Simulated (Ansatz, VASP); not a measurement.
**InSb in VASP and in Ansatz**

```
CELL_PARAMETERS angstrom
5.92042 0.00000 0.00000
0.00000 5.93800 0.00000
0.00000 0.00000 3.22250
ATOMIC_POSITIONS crystal
In 0.00000 0.00000 0.00881
In 0.50000 0.50000 0.99120
Sb 0.00000 0.50000 0.27700
Sb 0.50000 0.00000 0.72300
```

Alike in both runs: task single point; functional PBE; k mesh 8 × 8 × 14; occupations gaussian, width 0.02 eV; no spin polarisation.

```csv
,VASP,Ansatz
version,VASP 6.6.1,Ansatz 0.2.0
potentials or method,"VASP PAW PBE potentials, release 64 (In_d, Sb), cutoff 520 eV","scalar-relativistic, plane waves, PAW"
valence electrons in the cell,36,56
```

|  | VASP | Ansatz | Ansatz less VASP |
| --- | --- | --- | --- |
| gap on the k mesh at the Fermi level (eV) | none | none | - |
| pressure (GPa) | 0.0 | 0.0 | +0.04 |
| traceless stress, the component that is largest in VASP (GPa) | 0.32 | 0.32 | +0.001 |
| rms of the force components (eV/Å) | 0.023 | 0.023 | +0.0001 |

Atom by atom the forces differ by 0.000 eV/Å (rms over components). A gap of «none» marks a metal or a gap that the smearing closes. VASP's potentials hold 36 valence electrons a cell and Ansatz's 56, so a difference there can come from the potentials and not from the codes.

Neither program's run includes spin-orbit coupling.
